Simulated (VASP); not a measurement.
# In3GaAs4 (Pmm2) in VASP: single point with PBE

Aim: the single point of In3GaAs4 with PBE.

Everything below comes from runs of VASP 6.6.1. Logs are shortened: lines on timing, memory, paths and dates and some standing lists are left out, and cuts for length are marked.

**1. The cell of the first run**

It takes space group Pmm2 (No. 25, orthorhombic). Conventional cell: a = 4.292 Å, b = 8.597 Å, c = 6.081 Å, α = 90.00°, β = 90.00°, γ = 90.00°. Within 3.5 Å of In (site symmetry m) lie 4 As at 2.66 to 2.67 Å. Within 3.5 Å of In (site symmetry mm2) lie 4 As at 2.66 to 2.69 Å. Ga (site symmetry mm2) has 4 As at 2.50 to 2.55 Å within 3.3 Å. As (site symmetry mm2) has 2 Ga at 2.55 Å and 2 In at 2.67 Å within 3.4 Å. As (site symmetry m) has 1 Ga at 2.50 Å and 3 In at 2.67 to 2.69 Å within 3.3 Å. As (site symmetry mm2) has 4 In at 2.66 Å within 3.5 Å.

The cell was generated, and may not be a known phase.

**2. Single point, PBE**

Contents of INCAR:

```
PREC = Accurate
ENCUT = 520
EDIFF = 1E-6
ISMEAR = 0
SIGMA = 0.1
LREAL = False
LASPH = True
NELM = 100
ALGO = Fast
ISIF = 2
LWAVE = False
LCHARG = True
GGA = PE
LELF = True
LVHAR = True
NBANDS = 46
```

Contents of KPOINTS:

```
Automatic mesh
0
Gamma
  8 4 6
```

Contents of POSCAR:

```
In3GaAs4
1.0
    4.2918761623      0.0000000000      0.0000000000
    0.0000000000      8.5970776069      0.0000000000
    0.0000000000      0.0000000000      6.0809258947
In Ga As
3 1 4
Direct
    0.0000000000      0.7589911725      0.2496972830
    0.5000000000      0.5000000000      0.7518500686
    0.0000000000      0.2410088275      0.2496972830
    0.5000000000      0.0000000000      0.7467519312
    0.0000000000      0.0000000000      0.9722693857
    0.5000000000      0.7619370708      0.5099667905
    0.0000000000      0.5000000000      0.0098014975
    0.5000000000      0.2380629292      0.5099667905
```

Potentials or basis: VASP PAW PBE potentials, release 64 (In_d, Ga_d, As).

Command:

```console
> cat potpaw_PBE.64/In_d/POTCAR potpaw_PBE.64/Ga_d/POTCAR potpaw_PBE.64/As/POTCAR > POTCAR
> mpirun -np 1 vasp_std > vasp.out
```

OUTCAR:

```text
PREC = Accurate
   ENCUT = 520
   EDIFF = 1E-6
   ISMEAR = 0
   LREAL = False
   LASPH = True
   NELM = 100
   ISIF = 2
   GGA = PE

 ion  position               nearest neighbor table
   1  0.000  0.759  0.250-   7 2.66   6 2.67   6 2.67   5 2.67
   2  0.500  0.500  0.752-   7 2.66   7 2.66   8 2.69   6 2.69
   3  0.000  0.241  0.250-   7 2.66   8 2.67   8 2.67   5 2.67
   4  0.500  0.000  0.747-   6 2.50   8 2.50   5 2.55   5 2.55
   5  0.000  0.000  0.972-   4 2.55   4 2.55   1 2.67   3 2.67
   6  0.500  0.762  0.510-   4 2.50   1 2.67   1 2.67   2 2.69
   7  0.000  0.500  0.010-   2 2.66   2 2.66   3 2.66   1 2.66
   8  0.500  0.238  0.510-   4 2.50   3 2.67   3 2.67   2 2.69

  LATTYP: Found a simple orthorhombic cell.
 ALAT       =     4.2918761623
 B/A-ratio  =     1.4168456089
 C/A-ratio  =     2.0031047686

  Lattice vectors:

 A1 = (  -4.2918761623,   0.0000000000,   0.0000000000)
 A2 = (   0.0000000000,   0.0000000000,   6.0809258947)
 A3 = (   0.0000000000,   8.5970776069,   0.0000000000)

Analysis of symmetry for initial positions (statically):
=====================================================================
 Subroutine PRICEL returns:
 Original cell was already a primitive cell.

 Routine SETGRP: Setting up the symmetry group for a
 simple orthorhombic supercell.

 Subroutine GETGRP returns: Found  4 space group operations
 (whereof  4 operations were pure point group operations)
 out of a pool of  8 trial point group operations.

The static configuration has the point symmetry C_2v.

Analysis of symmetry for dynamics (positions and initial velocities):
=====================================================================
 Subroutine PRICEL returns:
 Original cell was already a primitive cell.

 Routine SETGRP: Setting up the symmetry group for a
 simple orthorhombic supercell.

 Subroutine GETGRP returns: Found  4 space group operations
 (whereof  4 operations were pure point group operations)
 out of a pool of  8 trial point group operations.

The dynamic configuration has the point symmetry C_2v.

 Subroutine INISYM returns: Found  4 space group operations
 (whereof  4 operations are pure point group operations),
 and found     1 'primitive' translations

----------------------------------------------------------------------------------------

                                     Primitive cell

  volume of cell :     224.3715

  direct lattice vectors                    reciprocal lattice vectors
     4.291876162  0.000000000  0.000000000     0.232998335  0.000000000  0.000000000
     0.000000000  8.597077607  0.000000000     0.000000000  0.116318596  0.000000000
     0.000000000  0.000000000  6.080925895     0.000000000  0.000000000  0.164448641

  length of vectors
     4.291876162  8.597077607  6.080925895     0.232998335  0.116318596  0.164448641

  position of ions in fractional coordinates (direct lattice)
     0.000000000  0.758991173  0.249697283
     0.500000000  0.500000000  0.751850069
     0.000000000  0.241008828  0.249697283
     0.500000000  0.000000000  0.746751931
     0.000000000  0.000000000  0.972269386
     0.500000000  0.761937071  0.509966791
     0.000000000  0.500000000  0.009801497
     0.500000000  0.238062929  0.509966791

  ion indices of the primitive-cell ions
   primitive index   ion index
                 1           1
                 2           2
                 3           3
                 4           4
                 5           5
                 6           6
                 7           7
                 8           8

----------------------------------------------------------------------------------------

 KPOINTS: Automatic mesh

Automatic generation of k-mesh.
 Grid dimensions read from file:
 generate k-points for:    8    4    6

 Generating k-lattice:

  Cartesian coordinates                     Fractional coordinates (reciprocal lattice)
     0.029124792  0.000000000  0.000000000     0.125000000  0.000000000  0.000000000
     0.000000000  0.029079649  0.000000000     0.000000000  0.250000000  0.000000000
     0.000000000  0.000000000  0.027408107     0.000000000  0.000000000  0.166666667

  Length of vectors
     0.029124792  0.029079649  0.027408107

  Shift w.r.t. Gamma in fractional coordinates (k-lattice)
     0.000000000  0.000000000  0.000000000

 Subroutine IBZKPT returns following result:
 ===========================================

 Found     60 irreducible k-points:

 Following reciprocal coordinates:
            Coordinates               Weight
  0.000000  0.000000  0.000000      1.000000
  0.125000  0.000000  0.000000      2.000000
  0.250000  0.000000  0.000000      2.000000
  0.375000  0.000000  0.000000      2.000000
  0.500000  0.000000  0.000000      1.000000
  0.000000  0.250000  0.000000      2.000000
[... 16 lines left out ...]
  0.250000  0.250000  0.166667      8.000000
  0.375000  0.250000  0.166667      8.000000
 [... further k-points ...]
   k-points           NKPTS =     60   k-points in BZ     NKDIM =     60   number of bands    NBANDS=     46
   number of dos      NEDOS =    301   number of ions     NIONS =      8
   total plane-waves  NPLWV =  98304
   dimension x,y,z NGX =    32 NGY =   64 NGZ =   48
   dimension x,y,z NGXF=    64 NGYF=  128 NGZF=   96
   ions per type =               3   1   4
   NGX,Y,Z   is equivalent  to a cutoff of  12.40, 12.38, 13.12 a.u.
   NGXF,Y,Z  is equivalent  to a cutoff of  24.79, 24.75, 26.25 a.u.
 SYSTEM =  unknown system
   PREC   = accura    normal or accurate (medium, high low for compatibility)
   ISTART =      0    job   : 0-new  1-cont  2-samecut
   ICHARG =      2    charge: 1-file 2-atom 10-const
   ISPIN  =      1    spin polarized calculation?
   LNONCOLLINEAR =      F non collinear calculations
   LSORBIT =      F    spin-orbit coupling
   LASPH  =      T    aspherical Exc in radial PAW
   ENCUT  =  520.0 eV  38.22 Ry    6.18 a.u.   7.98 15.98 11.31*2*pi/ulx,y,z
   NELM   =    100;   NELMIN=  2; NELMDL= -5     # of ELM steps
   EDIFF  = 0.1E-05   stopping-criterion for ELM
   LREAL  =      F    real-space projection
[... 7 lines left out ...]
   TEBEG  =    0.0;   TEEND  =   0.0 temperature during run
   PSTRESS=    0.0 pullay stress
   NELECT =      72.0000    total number of electrons
   NUPDOWN=      -1.0000    fix difference up-down
   EMIN   =  10.00;   EMAX   =-10.00  energy-range for DOS
   EFERMI =   0.00;   METHOD = LEGACY
   ISMEAR =     0;   SIGMA  =   0.10  broadening in eV -4-tet -1-fermi 0-gaus
   EFERMI_NEDOS =   21; number of points for ismear=-14 and -15
   IALGO  =     68    algorithm
   IMIX   =      4    mixing-type and parameters
     AMIX     =   0.40;   BMIX     =  1.00
     AMIX_MAG =   1.60;   BMIX_MAG =  1.00
  volume/ion in A,a.u.               =      28.05       189.27
  Fermi-wavevector in a.u.,A,eV,Ry     =   1.120804  2.118013 17.091667  1.256202
  Thomas-Fermi vector in A             =   2.257453
   LORBIT       =      0    0 simple, 1 ext, 2 COOP (PROOUT), +10 PAW based schemes
   GGA     = PE    functional components
   LHFCALC =     F    Hartree Fock is set to
   AEXX    =    0.0000 exact exchange contribution
   IVDW    =     0    specifies the selected vdW correction
   LEPSILON=     F    determine dielectric tensor
   LRPA    =     F    only Hartree local field effects (RPA)
 non-spin polarized calculation
 RMM-DIIS sequential band-by-band and
 Gauss-broadening in eV      SIGMA  =   0.10
  energy-cutoff  :      520.00
  volume of cell :      224.37
 maximum number of plane-waves:      6092
 NGX is ok and might be reduce to    32
   NGX = 15   NGY = 31   NGZ = 23

 number of electron      72.0000020 magnetization

 Free energy of the ion-electron system (eV)
  ---------------------------------------------------
  ext. energy  EPLUGINS =         0.00000000
  ---------------------------------------------------
  free energy    TOTEN  =       -31.33969337 eV

  energy without entropy =      -31.33861761  energy(sigma->0) =      -31.33915549

 E-fermi :   3.8569     XC(G=0):  -8.9387

 val. band max:        3.8276810802   @ k =   0.0000   0.0000   0.0000
 cond. band min:       4.4396441973   @ k =   0.0000   0.0000   0.5000
 fundamental gap:      0.6119631171
 Fermi energy:         3.8568716940

 k-point     1 :       0.0000    0.0000    0.0000
  band No.  band energies     occupation
      1     -10.9408      2.00000
      2     -10.9326      2.00000
      3     -10.8996      2.00000
      4     -10.8690      2.00000
      5     -10.8502      2.00000
      6     -10.6201      2.00000
[... 38 lines left out ...]
     45       8.6778      0.00000
     46       8.9261      0.00000

 k-point     2 :       0.1250    0.0000    0.0000
  band No.  band energies     occupation
      1     -10.9392      2.00000
      2     -10.9330      2.00000
      3     -10.9018      2.00000
      4     -10.8685      2.00000
      5     -10.8511      2.00000
      6     -10.6192      2.00000
[... 38 lines left out ...]
     45       7.8642      0.00000
     46       8.1446      0.00000

 k-point     3 :       0.2500    0.0000    0.0000
  band No.  band energies     occupation
      1     -10.9371      2.00000
      2     -10.9341      2.00000
      3     -10.9056      2.00000
      4     -10.8673      2.00000
      5     -10.8531      2.00000
      6     -10.6212      2.00000
[... 38 lines left out ...]
     45       8.0412      0.00000
     46       8.7589      0.00000

 k-point     4 :       0.3750    0.0000    0.0000
  band No.  band energies     occupation
      1     -10.9379      2.00000
      2     -10.9353      2.00000
      3     -10.9065      2.00000
      4     -10.8658      2.00000
      5     -10.8551      2.00000
      6     -10.6290      2.00000
[... 920 lines left out ...]
     45       8.2170      0.00000
     46       8.5898      0.00000

 k-point    23 :       0.2500    0.2500    0.1667
  band No.  band energies     occupation
      1     -10.9365      2.00000
      2     -10.9337      2.00000
      3     -10.9052      2.00000
      4     -10.8671      2.00000
      5     -10.8531      2.00000
      6     -10.6147      2.00000
[... 38 lines left out ...]
     45       8.9078      0.00000
     46       9.1421      0.00000

 k-point    24 :       0.3750    0.2500    0.1667
  band No.  band energies     occupation
      1     -10.9375      2.00000
      2     -10.9345      2.00000
      3     -10.9061      2.00000
      4     -10.8657      2.00000
      5     -10.8551      2.00000
      6     -10.6240      2.00000
[... 38 lines left out ...]
     45       9.1331      0.00000
     46       9.4201      0.00000

 [... further k-points ...]
[... 5 lines left out ...]
  --------------------------------------------------------------------------------------
  -------------------------------------------------------------------------------------
  Total        0.1336968      0.1334217      0.1376951      0.0000000      0.0000000      0.0000000
  in kB        0.9546932      0.9527288      0.9832439      0.0000000      0.0000000      0.0000000
  external PRESSURE =       0.9635553 kB  Pullay stress =       0.0000000 kB

 VOLUME and BASIS-vectors are now :
 -----------------------------------------------------------------------------
  energy-cutoff  :      520.00
  volume of cell :      224.37
      direct lattice vectors                 reciprocal lattice vectors
     4.291876162  0.000000000  0.000000000     0.232998335  0.000000000  0.000000000
     0.000000000  8.597077607  0.000000000     0.000000000  0.116318596  0.000000000
     0.000000000  0.000000000  6.080925895     0.000000000  0.000000000  0.164448641

 POSITION                                       TOTAL-FORCE (eV/Angst)
 -----------------------------------------------------------------------------------
      0.00000      6.52511      1.51839         0.000000     -0.000788     -0.000403
      2.14594      4.29854      4.57194        -0.000000      0.000000     -0.002443
      0.00000      2.07197      1.51839         0.000000      0.000788     -0.000403
      2.14594      0.00000      4.54094        -0.000000      0.000000      0.003868
      0.00000      0.00000      5.91230        -0.000000      0.000000      0.007056
      2.14594      6.55043      3.10107        -0.000000     -0.006173     -0.004076
      0.00000      4.29854      0.05960        -0.000000      0.000000      0.000477
      2.14594      2.04665      3.10107        -0.000000      0.006173     -0.004076
 -----------------------------------------------------------------------------------
    total drift:                                0.000000     -0.000000      0.000957

  FREE ENERGIE OF THE ION-ELECTRON SYSTEM (eV)
  ---------------------------------------------------
  free  energy   TOTEN  =       -31.3396933688 eV

  energy  without entropy=      -31.3386176091  energy(sigma->0) =      -31.33915549
```

Run time: 29 min. Hardware: 1 thread of Oxide Virtual Turin-like, shared host; peak memory 0.64 GiB.

Results:

```yaml
Free_energy: -31.3397 eV
Pressure: 0.1 GPa
Largest_force: 0.007 eV/Å
Band_gap_on_the_k_mesh: 0.03 eV
```

Forces on the atoms (eV/Å):
```
In   0.000 -0.001  0.000
In   0.000  0.000 -0.002
In   0.000  0.001  0.000
Ga   0.000  0.000  0.004
As   0.000  0.000  0.007
As   0.000 -0.006 -0.004
As   0.000  0.000  0.000
As   0.000  0.006 -0.004
```

Caveat: the smearing spreads over this small gap; semilocal functionals underestimate gaps, and a narrow one can read as zero; spin-orbit coupling is left out, which moves the levels of the heavy elements.

The gap in the log of VASP goes by the Fermi energy; the results here count the filled bands.